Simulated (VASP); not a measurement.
# B (Fd-3m) in VASP: notebook, part 2 of 2

VASP 6.6.1. The steps go on from the part before.

## Step 3: Relaxation of cell and atoms, PBE

This run uses another cell than the first one, of 7.98 Å³/atom, 0.961 times its volume.

INCAR reads:

```
SYSTEM = B
PREC     = Accurate       ! precision mode
ENCUT    = 600            ! plane-wave cutoff, eV
EDIFF    = 1E-6           ! SCF threshold, eV
ISMEAR   = 0              ! smearing method
SIGMA    = 0.1            ! smearing width, eV
LREAL    = .False.        ! projectors in reciprocal space
LASPH    = .True.         ! aspherical terms in the spheres
NELM     = 60             ! most SCF steps
ALGO     = Normal         ! electronic algorithm
ISIF     = 3              ! what is computed and relaxed
LWAVE    = .False.        ! write WAVECAR
LCHARG   = .False.        ! write CHGCAR
GGA      = PE             ! functional
IBRION   = 2              ! ionic algorithm
NSW      = 90             ! ionic steps
EDIFFG   = -0.04          ! ionic threshold
```

KPOINTS reads:

```
regular mesh
0
Gamma
  8 8 8
  0 0 0
```

POSCAR reads:

```
B
1.0
    0.0000000000      1.9980803089      1.9980803089
    1.9980803089      0.0000000000      1.9980803089
    1.9980803089      1.9980803089      0.0000000000
B
2
Direct
    0.5000000000      0.5000000000      0.5000000000
    0.7500000000      0.7500000000      0.7500000000
```

Potentials or basis: VASP PAW PBE potentials, release 64 (B).

Launch:

```
$ cat potpaw_PBE.64/B/POTCAR > POTCAR
$ mpirun -np 1 vasp_std > vasp.out
```

OUTCAR:

```text
SYSTEM = B
   PREC = Accurate
   ENCUT = 600
   EDIFF = 1E-6
   ISMEAR = 0
   LREAL = .False.
   LASPH = .True.
   NELM = 60
   ISIF = 3
   GGA = PE
   IBRION = 2
   NSW = 90
   EDIFFG = -0.04

 ion  position               nearest neighbor table
   1  0.500  0.500  0.500-   2 1.73   2 1.73   2 1.73   2 1.73
   2  0.750  0.750  0.750-   1 1.73   1 1.73   1 1.73   1 1.73

  LATTYP: Found a face centered cubic cell.
 ALAT       =     3.9961606178

  Lattice vectors:

 A1 = (   0.0000000000,   1.9980803089,   1.9980803089)
 A2 = (   1.9980803089,   0.0000000000,   1.9980803089)
 A3 = (   1.9980803089,   1.9980803089,   0.0000000000)

Analysis of symmetry for initial positions (statically):
=====================================================================
 Subroutine PRICEL returns:
 Original cell was already a primitive cell.

 Routine SETGRP: Setting up the symmetry group for a
 face centered cubic supercell.

 Subroutine GETGRP returns: Found 48 space group operations
 (whereof 24 operations were pure point group operations)
 out of a pool of 48 trial point group operations.

The static configuration has the point symmetry T_d .
 The point group associated with its full space group is O_h .

Analysis of symmetry for dynamics (positions and initial velocities):
=====================================================================
 Subroutine PRICEL returns:
 Original cell was already a primitive cell.

 Routine SETGRP: Setting up the symmetry group for a
 face centered cubic supercell.

 Subroutine GETGRP returns: Found 48 space group operations
 (whereof 24 operations were pure point group operations)
 out of a pool of 48 trial point group operations.

The dynamic configuration has the point symmetry T_d .
 The point group associated with its full space group is O_h .

 Subroutine INISYM returns: Found 48 space group operations
 (whereof 24 operations are pure point group operations),
 and found     1 'primitive' translations

----------------------------------------------------------------------------------------

                                     Primitive cell

  volume of cell :      15.9540

  direct lattice vectors                    reciprocal lattice vectors
     0.000000000  1.998080309  1.998080309    -0.250240192  0.250240192  0.250240192
     1.998080309  0.000000000  1.998080309     0.250240192 -0.250240192  0.250240192
     1.998080309  1.998080309  0.000000000     0.250240192  0.250240192 -0.250240192

  length of vectors
     2.825712272  2.825712272  2.825712272     0.433428727  0.433428727  0.433428727

  position of ions in fractional coordinates (direct lattice)
     0.500000000  0.500000000  0.500000000
     0.750000000  0.750000000  0.750000000

  ion indices of the primitive-cell ions
   primitive index   ion index
                 1           1
                 2           2

----------------------------------------------------------------------------------------

 KPOINTS: regular mesh

Automatic generation of k-mesh.
 Grid dimensions read from file:
 generate k-points for:    8    8    8

 Generating k-lattice:

  Cartesian coordinates                     Fractional coordinates (reciprocal lattice)
[... 47 lines left out ...]
   ions per type =               2
   NGX,Y,Z   is equivalent  to a cutoff of  14.12, 14.12, 14.12 a.u.
   NGXF,Y,Z  is equivalent  to a cutoff of  28.24, 28.24, 28.24 a.u.
 SYSTEM =  B
   PREC   = accura    normal or accurate (medium, high low for compatibility)
   ISTART =      0    job   : 0-new  1-cont  2-samecut
   ICHARG =      2    charge: 1-file 2-atom 10-const
   ISPIN  =      1    spin polarized calculation?
   LNONCOLLINEAR =      F non collinear calculations
   LSORBIT =      F    spin-orbit coupling
   LASPH  =      T    aspherical Exc in radial PAW
   ENCUT  =  600.0 eV  44.10 Ry    6.64 a.u.   5.64  5.64  5.64*2*pi/ulx,y,z
   NELM   =     60;   NELMIN=  2; NELMDL= -5     # of ELM steps
   EDIFF  = 0.1E-05   stopping-criterion for ELM
   LREAL  =      F    real-space projection
   EDIFFG = -.4E-01   stopping-criterion for IOM
   NSW    =     90    number of steps for IOM
   IBRION =      2    ionic relax: 0-MD 1-quasi-New 2-CG
   NFREE  =      1    steps in history (QN), initial steepest desc. (CG)
   ISIF   =      3    stress and relaxation
   ISYM   =      2    0-nonsym 1-usesym 2-fastsym
   POTIM  = 0.5000    time-step for ionic-motion
   TEBEG  =    0.0;   TEEND  =   0.0 temperature during run
   PSTRESS=    0.0 pullay stress
   NELECT =       6.0000    total number of electrons
   NUPDOWN=      -1.0000    fix difference up-down
   EMIN   =  10.00;   EMAX   =-10.00  energy-range for DOS
   EFERMI =   0.00;   METHOD = LEGACY
   ISMEAR =     0;   SIGMA  =   0.10  broadening in eV -4-tet -1-fermi 0-gaus
   EFERMI_NEDOS =   21; number of points for ismear=-14 and -15
   IALGO  =     38    algorithm
   IMIX   =      4    mixing-type and parameters
     AMIX     =   0.40;   BMIX     =  1.00
     AMIX_MAG =   1.60;   BMIX_MAG =  1.00
  volume/ion in A,a.u.               =       7.98        53.83
  Fermi-wavevector in a.u.,A,eV,Ry     =   1.181687  2.233064 18.998947  1.396383
  Thomas-Fermi vector in A             =   2.317955
   LORBIT       =      0    0 simple, 1 ext, 2 COOP (PROOUT), +10 PAW based schemes
   GGA     = PE    functional components
   LHFCALC =     F    Hartree Fock is set to
   AEXX    =    0.0000 exact exchange contribution
   IVDW    =     0    specifies the selected vdW correction
   LEPSILON=     F    determine dielectric tensor
   LRPA    =     F    only Hartree local field effects (RPA)
 conjugate gradient relaxation of ions
 non-spin polarized calculation
 Gauss-broadening in eV      SIGMA  =   0.10
  energy-cutoff  :      600.00
  volume of cell :       15.95
 maximum number of plane-waves:       544
   NGX = 11   NGY = 11   NGZ = 11

--------------------------------------- Ionic step        1  -------------------------------------------

 number of electron       6.0000000 magnetization

 Free energy of the ion-electron system (eV)
  ---------------------------------------------------
  ext. energy  EPLUGINS =         0.00000000
  ---------------------------------------------------
  free energy    TOTEN  =       -11.50536852 eV

  energy without entropy =      -11.49883570  energy(sigma->0) =      -11.50210211

------------------------ aborting loop because EDIFF is reached ----------------------------------------

  FORCE on cell =-STRESS in cart. coord.  units (eV):
  Direction    XX          YY          ZZ          XY          YZ          ZX
  --------------------------------------------------------------------------------------
  -------------------------------------------------------------------------------------
  Total        0.7843990      0.7843990      0.7843990      0.0000000      0.0000000     -0.0000000
  in kB       78.7732581     78.7732581     78.7732581      0.0000000      0.0000000     -0.0000000
  external PRESSURE =      78.7732581 kB  Pullay stress =       0.0000000 kB
[... 59 lines left out ...]
--------------------------------------- Ionic step        3  -------------------------------------------

 number of electron       6.0000000 magnetization

 Free energy of the ion-electron system (eV)
  ---------------------------------------------------
  ext. energy  EPLUGINS =         0.00000000
  ---------------------------------------------------
  free energy    TOTEN  =       -11.52130445 eV

  energy without entropy =      -11.51516565  energy(sigma->0) =      -11.51823505

 E-fermi :   3.7375     XC(G=0): -11.1997

 val. band max:        3.6614889068   @ k =   0.3750   0.2500   0.0000
 cond. band min:       3.7740864575   @ k =  -0.3750   0.2500   0.1250
 fundamental gap:      0.1125975507
 Fermi energy:         3.7374502951

 k-point     1 :       0.0000    0.0000    0.0000
  band No.  band energies     occupation
      1      -9.1226      2.00000
      2       7.7881      0.00000
      3       7.7881      0.00000
      4       7.7881      0.00000
      5      11.9331      0.00000
      6      11.9331      0.00000
      7      11.9331      0.00000
[... 221 lines left out ...]
 k-point    24 :      -0.3750    0.2500    0.1250
  band No.  band energies     occupation
      1      -3.5052      2.00000
      2      -2.3739      2.00000
      3       2.6884      2.00000
      4       3.7741      0.60438
      5      13.6420      0.00000
      6      15.2802      0.00000
      7      18.8585      0.00000

 [... further k-points ...]

------------------------ aborting loop because EDIFF is reached ----------------------------------------

  FORCE on cell =-STRESS in cart. coord.  units (eV):
  Direction    XX          YY          ZZ          XY          YZ          ZX
  --------------------------------------------------------------------------------------
  -------------------------------------------------------------------------------------
  Total        0.0019003      0.0019003      0.0019003      0.0000000     -0.0000000      0.0000000
  in kB        0.1831654      0.1831654      0.1831654      0.0000000     -0.0000000      0.0000000
  external PRESSURE =       0.1831654 kB  Pullay stress =       0.0000000 kB
[... 17 lines left out ...]
  FREE ENERGIE OF THE ION-ELECTRON SYSTEM (eV)
  ---------------------------------------------------
  free  energy   TOTEN  =       -11.5213044524 eV

  energy  without entropy=      -11.5151656483  energy(sigma->0) =      -11.51823505

 reached required accuracy - stopping structural energy minimisation
```

Wall time 12 s (1 thread of Intel Xeon 8259CL, shared host); peak memory 0.13 GiB.

Results:

| Property | Result |
| --- | --- |
| Free energy | -11.5213 eV |
| Relaxed volume | 8.31 Å³/atom |
| Relaxed cell | a = 2.865 Å, b = 2.865 Å, c = 2.865 Å, α = 60.00°, β = 60.00°, γ = 60.00° |
| Space group after relaxing (to 0.05 Å) | Fd-3m (No. 227) |
| Energy gained by relaxing | 8.0 meV/atom |
| Ionic steps | 3 |
| Pressure after relaxing | 0.0 GPa |
| Band gap on the k mesh | zero (band 3 reaches 7.79 eV, above the bottom of band 4 at 0.61 eV) |

The path:
```
step  energy change (eV)  largest force (eV/Å)  pressure (GPa)  volume (Å³)
   1              0.0000                0.0000            7.88        15.95
   2             -0.0138                0.0000           -2.63        16.88
   3             -0.0159                0.0000            0.02        16.62
```

Final structure:
```xyz
2
Lattice="0.0000 2.0256 2.0256 2.0256 0.0000 2.0256 2.0256 2.0256 0.0000" Properties=species:S:1:pos:R:3 pbc="T T T"
B     2.0256    2.0256    2.0256
B     3.0384    3.0384    3.0384
```

Levels at points of the mesh, in eV from the Fermi level:
| k point | band 1 | band 2 | band 3 | band 4 | band 5 | band 6 | band 7 |
| --- | --- | --- | --- | --- | --- | --- | --- |
| (0.00, 0.00, 0.00) | -12.86 | 4.05 | 4.05 | 4.05 | 8.20 | 8.20 | 8.20 |
| (0.50, 0.00, 0.00) | -8.02 | -6.99 | 1.72 | 1.72 | 10.26 | 10.26 | 11.91 |
| (0.50, 0.50, 0.00) | -5.94 | -5.94 | -1.27 | -1.27 | 7.22 | 7.22 | 18.22 |
